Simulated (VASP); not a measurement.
# BN (P6_3mc) in VASP: a series of runs, part 2 of 2

VASP 6.6.1. The steps go on from the part before.

### Step 4. Single point, PBEsol

This run uses another cell than the first one, of 5.60 Å³/atom, 0.939 times its volume.

The input, INCAR:

```
PREC = Accurate ; ENCUT = 520
EDIFF = 1E-6 ; ISMEAR = -1
SIGMA = 0.05 ; LREAL = False
LASPH = True ; NELM = 100
ALGO = Normal ; ISIF = 2
LWAVE = False ; LCHARG = False
GGA = PS ; NBANDS = 16
```

The input, KPOINTS:

```
regular mesh
0
Gamma
  12 12 6
```

The input, POSCAR:

```
BN
1.0
    2.5008114806      0.0000000000      0.0000000000
   -1.2504057403      2.1657662722      0.0000000000
    0.0000000000      0.0000000000      4.1385118494
N B
2 2
Direct
    0.3333333333      0.6666666667      0.1254305324
    0.6666666667      0.3333333333      0.6254305324
    0.3333333333      0.6666666667      0.4995694676
    0.6666666667      0.3333333333      0.9995694676
```

Potentials or basis: VASP PAW PBE potentials, release 64 (N, B).

The run is started by

```
cat potpaw_PBE.64/N/POTCAR potpaw_PBE.64/B/POTCAR > POTCAR
mpirun -np 1 vasp_std > vasp.out
```

OUTCAR:

```text
PREC = Accurate
   ENCUT = 520
   EDIFF = 1E-6
   ISMEAR = -1
   LREAL = False
   LASPH = True
   NELM = 100
   ISIF = 2
   GGA = PS

 ion  position               nearest neighbor table
   1  0.333  0.667  0.125-   4 1.53   4 1.53   4 1.53   3 1.55
   2  0.667  0.333  0.625-   3 1.53   3 1.53   3 1.53   4 1.55
   3  0.333  0.667  0.500-   2 1.53   2 1.53   2 1.53   1 1.55
   4  0.667  0.333  1.000-   1 1.53   1 1.53   1 1.53   2 1.55

  LATTYP: Found a hexagonal cell.
 ALAT       =     2.5008114806
 C/A-ratio  =     1.6548675826

  Lattice vectors:

 A1 = (   2.5008114806,   0.0000000000,   0.0000000000)
 A2 = (  -1.2504057403,   2.1657662722,   0.0000000000)
 A3 = (   0.0000000000,   0.0000000000,   4.1385118494)

Analysis of symmetry for initial positions (statically):
=====================================================================
 Subroutine PRICEL returns:
 Original cell was already a primitive cell.

 Routine SETGRP: Setting up the symmetry group for a
 hexagonal supercell.

[... 167 lines left out ...]
  ---------------------------------------------------
  free energy    TOTEN  =       -36.55382016 eV

  energy without entropy =      -36.55382016  energy(sigma->0) =      -36.55382016

 E-fermi :   9.1372     XC(G=0): -13.2658

 val. band max:        8.2056657712   @ k =   0.0000   0.0000   0.0000
 cond. band min:      13.0436162808   @ k =   0.3333   0.3333   0.0000
 fundamental gap:      4.8379505096
 Fermi energy:         9.1371502321

 k-point     1 :       0.0000    0.0000    0.0000
  band No.  band energies     occupation
      1     -12.8599      2.00000
      2      -8.4089      2.00000
      3      -3.3356      2.00000
      4       5.9516      2.00000
      5       5.9516      2.00000
      6       7.8820      2.00000
[... 433 lines left out ...]
      3      -1.0848      2.00000
      4       0.4368      2.00000
      5       1.9850      2.00000
      6       3.6370      2.00000
[... 8 lines left out ...]
     15      24.8531      0.00000
     16      25.2328      0.00000

 [... further k-points ...]
[... 5 lines left out ...]
  --------------------------------------------------------------------------------------
  -------------------------------------------------------------------------------------
  Total        2.9047989      2.9047989      2.8945410     -0.0000000      0.0000000      0.0000000
  in kB      207.6299052    207.6299052    206.8966895     -0.0000000      0.0000000      0.0000000
  external PRESSURE =     207.3854999 kB  Pullay stress =       0.0000000 kB

 VOLUME and BASIS-vectors are now :
 -----------------------------------------------------------------------------
  energy-cutoff  :      520.00
  volume of cell :       22.41
      direct lattice vectors                 reciprocal lattice vectors
     2.500811481  0.000000000  0.000000000     0.399870205  0.230865171  0.000000000
    -1.250405740  2.165766272  0.000000000     0.000000000  0.461730341  0.000000000
     0.000000000  0.000000000  4.138511849     0.000000000  0.000000000  0.241632750

 POSITION                                       TOTAL-FORCE (eV/Angst)
 -----------------------------------------------------------------------------------
     -0.00000      1.44384      0.51910         0.000000      0.000000      0.006695
      1.25041      0.72192      2.58835        -0.000000     -0.000000      0.006695
     -0.00000      1.44384      2.06747        -0.000000      0.000000     -0.006695
      1.25041      0.72192      4.13673        -0.000000     -0.000000     -0.006695
 -----------------------------------------------------------------------------------
    total drift:                               -0.000000     -0.000000      0.000464

  FREE ENERGIE OF THE ION-ELECTRON SYSTEM (eV)
  ---------------------------------------------------
  free  energy   TOTEN  =       -36.5538201631 eV

  energy  without entropy=      -36.5538201631  energy(sigma->0) =      -36.55382016
```

OSZICAR:

```text
N       E                     dE             d eps       ncg     rms          rms(c)
DAV:   1     0.387357584118E+02    0.38736E+02   -0.84678E+03  2432   0.980E+02
DAV:   2    -0.363069886330E+02   -0.75043E+02   -0.70169E+02  3464   0.235E+02
DAV:   3    -0.386286281923E+02   -0.23216E+01   -0.23169E+01  2816   0.377E+01
DAV:   4    -0.386337429978E+02   -0.51148E-02   -0.51143E-02  2880   0.204E+00
DAV:   5    -0.386337557917E+02   -0.12794E-04   -0.12794E-04  2792   0.925E-02    0.974E+00
DAV:   6    -0.367941185555E+02    0.18396E+01   -0.20905E+00  3104   0.131E+01    0.477E+00
DAV:   7    -0.365972100048E+02    0.19691E+00   -0.33794E-01  3144   0.463E+00    0.277E+00
DAV:   8    -0.365548876745E+02    0.42322E-01   -0.51710E-02  3000   0.181E+00    0.251E-01
DAV:   9    -0.365537485233E+02    0.11392E-02   -0.20458E-03  2784   0.512E-01    0.138E-01
DAV:  10    -0.365538195156E+02   -0.70992E-04   -0.23129E-04  2952   0.125E-01    0.198E-02
DAV:  11    -0.365538198249E+02   -0.30939E-06   -0.19515E-05  3080   0.407E-02    0.118E-02
DAV:  12    -0.365538201631E+02   -0.33819E-06   -0.25258E-06  2608   0.160E-02
   1 F= -.36553820E+02 E0= -.36553820E+02  d E =-.437354E-10
```

Wall time 28 s (1 thread of Intel Xeon 8259CL, shared host); peak memory 0.14 GiB.

Results:

| Quantity | Value |
| --- | --- |
| Free energy | -36.5538 eV |
| Pressure | 20.7 GPa |
| Largest force | 0.007 eV/Å |
| Band gap on the k mesh | 4.84 eV, indirect (least direct gap 8.44 eV) |

Forces on the atoms (eV/Å):
```
N    0.000  0.000  0.007
N    0.000  0.000  0.007
B    0.000  0.000 -0.007
B    0.000  0.000 -0.007
```

Caveat: the PAW data sets were made with another functional, which shifts forces and pressure a little.

### Step 5. Single point, PBEsol

This run uses another cell than the first one, of 5.49 Å³/atom, 0.919 times its volume.

The input, INCAR:

```
SYSTEM = BN
PREC = Accurate
ENCUT = 520
EDIFF = 1E-6
ISMEAR = -1
SIGMA = 0.05
LREAL = .FALSE.
LASPH = .TRUE.
NELM = 100
ALGO = Normal
ISIF = 2
LWAVE = .FALSE.
LCHARG = .TRUE.
GGA = PS
LELF = .TRUE.
LVHAR = .TRUE.
NBANDS = 16
```

The input, KPOINTS:

```
Automatic mesh
0
G
  12 12 6
  0 0 0
```

The input, POSCAR:

```
BN
1.0
    2.4831141459      0.0000000000      0.0000000000
   -1.2415570730      2.1504399308      0.0000000000
    0.0000000000      0.0000000000      4.1099014343
N B
2 2
Direct
    0.3333333333      0.6666666667      0.1255240622
    0.6666666667      0.3333333333      0.6255240622
    0.3333333333      0.6666666667      0.4994759378
    0.6666666667      0.3333333333      0.9994759378
```

The run is started by

```
cat potpaw_PBE.64/N/POTCAR potpaw_PBE.64/B/POTCAR > POTCAR
mpirun -np 1 vasp_std > vasp.out
```

Run time: 32 s. Hardware: 1 thread of Intel Xeon 8259CL, shared host; peak memory 0.14 GiB.

It converged, with:

| Property | Result |
| --- | --- |
| Free energy | -36.4777 eV |
| Pressure | 30.8 GPa |
| Band gap on the k mesh | 4.78 eV, indirect (least direct gap 8.53 eV) |

Forces in eV/Å, atoms in the order of the input:
```
N    0.000  0.000  0.003
N    0.000  0.000  0.003
B    0.000  0.000 -0.003
B    0.000  0.000 -0.003
```

Levels at points of the mesh, in eV from the valence-band top:
| k point | band 6 | band 7 | band 8 | band 9 | band 10 | band 11 |
| --- | --- | --- | --- | --- | --- | --- |
| (0.00, 0.00, 0.00) | -0.35 | 0.00 | 0.00 | 8.59 | 8.59 | 8.94 |
| (0.50, 0.00, 0.00) | -5.41 | -4.90 | -2.28 | 6.82 | 8.00 | 10.87 |
| (0.00, 0.00, 0.50) | -1.28 | -1.28 | -1.28 | 10.11 | 10.11 | 10.25 |
| (0.50, 0.00, 0.50) | -4.10 | -3.88 | -3.88 | 6.69 | 6.69 | 10.43 |

Caveat: the PAW data sets were made with another functional, which shifts forces and pressure a little. A k mesh can miss the band edges.

### Step 6. Overview

| level | potentials or basis | cell | k mesh | cutoff (eV) | grid for exact exchange (PRECFOCK) | share of exact exchange | screening parameter | second run | gap on the mesh (eV) | pressure (GPa) | largest force (eV/Å) |
| --- | --- | --- | --- | --- | --- | --- | --- | --- | --- | --- | --- |
| PBE-based screened hybrid | VASP PAW PBE potentials, release 64 (N, B) | a = 2.554, b = 2.554, c = 4.227 Å, angles 90.0, 90.0, 120.0°, 4 atoms | 7 × 7 × 4 | 520 | Normal | 0.35 | 0.20787 1/Å | - | 7.48 | -12.1 | 0.04 |
| r2SCAN | VASP PAW PBE potentials, release 64 (N_h, B_h) | a = 2.554, b = 2.554, c = 4.227 Å, angles 90.0, 90.0, 120.0°, 4 atoms | 12 × 12 × 6 | 910 | - | - | - | hard_potentials | 5.74 | -5.3 | 0.03 |
| PBEsol | VASP PAW PBE potentials, release 64 (N, B) | a = 2.501, b = 2.501, c = 4.139 Å, angles 90.0, 90.0, 120.0°, 4 atoms | 12 × 12 × 6 | 520 | - | - | - | - | 4.84 | 20.7 | 0.01 |
| PBEsol | VASP PAW PBE potentials, release 64 (N, B) | a = 2.483, b = 2.483, c = 4.110 Å, angles 90.0, 90.0, 120.0°, 4 atoms | 12 × 12 × 6 | 520 | - | - | - | - | 4.78 | 30.8 | - |

Alike in all rows: task single point; no spin polarisation; smearing fermi-dirac 0.05 eV.

Caveats: the PAW data sets were made with another functional, which shifts forces and pressure a little; the cutoff is under 1.25 times the usual one of these potentials, so pressure, stress and relaxed cells hold a basis-set (Pulay) error (some runs).

Absolute energies hang on the potentials; compare differences alone.
